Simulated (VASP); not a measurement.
CuI, 2 atoms in the cell. Symmetry: F-43m, No. 216, cubic system. Conventional cell: a = 6.182 Å, b = 6.182 Å, c = 6.182 Å, α = 90.00°, β = 90.00°, γ = 90.00°. I (site symmetry -43m) has 4 Cu at 2.68 Å within 3.5 Å. Within 3.5 Å of Cu (site symmetry -43m) lie 4 I at 2.68 Å. 

| Property | Result |
| --- | --- |
| Program | VASP 6.6.1 |
| Task | single point |
| Functional | HF |
| Potentials or basis | VASP PAW PBE potentials, release 64 (I, Cu) |
| Cutoff | 520 eV |
| k mesh | 4 × 4 × 4 |
| Occupations | fermi-dirac, width 0.05 eV |
| Spin | no spin polarisation |
| Dipole correction | no |
| Grid for exact exchange (PRECFOCK) | Normal |
| Further INCAR settings | ALGO = Normal; EDIFF = 1e-07; NBANDS = 16 |
| Share of exact exchange | 1 |

Potentials or basis: VASP PAW PBE potentials, release 64 (I, Cu).

Command:

```sh
$ cat potpaw_PBE.64/I/POTCAR potpaw_PBE.64/Cu/POTCAR > POTCAR
$ cp INCAR.step1 INCAR
$ mpirun -np 1 vasp_std > vasp.out
$ cp INCAR.step2 INCAR
$ mpirun -np 1 vasp_std > vasp.out
```

Hardware: 1 thread of Intel(R) Xeon(R) Platinum 8559C (Emerald Rapids), with other jobs on the host.

Problem. Estimate the wall time of this run.

Solution. Wall time 10 min on 1 thread of Intel(R) Xeon(R) Platinum 8559C (Emerald Rapids), on a shared host, peak memory 0.21 GiB. Counts: k points 8.
